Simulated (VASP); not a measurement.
ZnS (rocksalt type):

```xyz
2
Lattice="0.0000 2.3258 2.3258 2.3258 0.0000 2.3258 2.3258 2.3258 0.0000" Properties=species:S:1:pos:R:3 pbc="T T T"
Zn    0.0000    0.0000    0.0000
S     2.3258    2.3258    2.3258
```

| Item | Value |
| --- | --- |
| Program | VASP 6.6.1 |
| Task | relaxation of cell and atoms |
| Functional | PBE |
| Potentials or basis | VASP PAW PBE potentials, release 64 (Zn, S) |
| Cutoff | 600 eV |
| k mesh | 15 × 15 × 15 |
| Occupations | fermi-dirac, width 0.08 eV |
| Spin | no spin polarisation |

At the start: pressure 45.3 GPa; volume 12.58 Å³/atom.

Question: How do energy, volume and symmetry change on relaxing?

Answer: Over 3 steps the energy falls by 444.7 meV/atom and the volume is 16.64 Å³/atom (+32.2 %); space group Fm-3m (No. 225, to 0.05 Å).

Step by step:
```csv
step,energy change (eV),largest force (eV/Å),pressure (GPa),volume (Å³)
1,0.0000,0.0000,45.27,25.16
2,-0.5982,0.0000,-10.90,40.45
3,-0.8895,0.0000,0.01,33.27
```

Final structure:
```
Zn S
1.0
     0.00000    2.55286    2.55286
     2.55286    0.00000    2.55286
     2.55286    2.55286    0.00000
Zn S
1 1
Direct
  0.00000 0.00000 0.00000
  0.50000 0.50000 0.50000
```

Caveat: the volume moved by over 15 % at a fixed basis, so the end points are rough.
